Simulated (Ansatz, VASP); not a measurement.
# MgO: VASP beside Ansatz

File INCAR:

```
ALGO = Normal
EDIFF = 1E-7
ENCUT = 520
GGA = PE
ISIF = 2
ISMEAR = 0
LASPH = T
LCHARG = F
LREAL = F
LWAVE = F
NBANDS = 11
NELM = 60
PREC = Accurate
SIGMA = 0.05
```

Contents of KPOINTS:

```
k-points
0
Gamma
  10 10 10
```

The input POSCAR:

```
MgO
1.0
    0.0000000000      2.1272186771      2.1272186771
    2.1272186771      0.0000000000      2.1272186771
    2.1272186771      2.1272186771      0.0000000000
Mg O
1 1
Direct
   -0.0066530921      0.0066530921      0.0598778289
    0.5101070944      0.4898929056      0.4090361503
```

Input for Ansatz:

```yaml
crystal:
  lattice:
    - [0.0, 2.1272186771, 2.1272186771]
    - [2.1272186771, 0.0, 2.1272186771]
    - [2.1272186771, 2.1272186771, 0.0]
  atoms:
    - { symbol: Mg, position: [-0.0066530921, 0.0066530921, 0.0598778289] }
    - { symbol: O, position: [0.5101070944, 0.4898929056, 0.4090361503] }
basis:
  ecutwfc: 520.0
kpoints:
  mp_grid: { grid: [10, 10, 10] }
hamiltonian:
  xc: pbe
  pseudopotentials: { kind: paw, azcp: { folder: soft_1 } }
scf:
  occupations: { method: gaussian, width: 0.05 }
output:
  forces: true
  stress: true
  eigenvalues: true
  write_density: true
  write_potential: true
  elf: true
  volumetric_format: npy
```

Change from the starting cell: mode 4 frozen in at -0.215 Å and mode 5 at -0.172 Å (largest displacements).

Alike in both runs: task single point; functional PBE; k mesh 10 × 10 × 10; occupations gaussian, width 0.05 eV; no spin polarisation.

```csv
,VASP,Ansatz
version,VASP 6.6.1,Ansatz 0.2.0
potentials or method,"VASP PAW PBE potentials, release 64 (Mg, O), cutoff 520 eV","scalar-relativistic, plane waves, PAW"
valence electrons in the cell,8,16
```

```tsv
	VASP	Ansatz	Ansatz less VASP
gap on the k mesh at the Fermi level (eV)	4.34	4.36	+0.016
least direct gap on the mesh (eV)	4.37	4.38	+0.015
pressure (GPa)	18.2	18.5	+0.35
traceless stress, the component that is largest in VASP (GPa)	-22.23	-21.83	+0.408
rms of the force components (eV/Å)	1.757	1.728	-0.0292
```

Atom by atom the forces differ by 0.029 eV/Å (rms over components). VASP's potentials hold 8 valence electrons a cell and Ansatz's 16, so a difference there can come from the potentials and not from the codes.
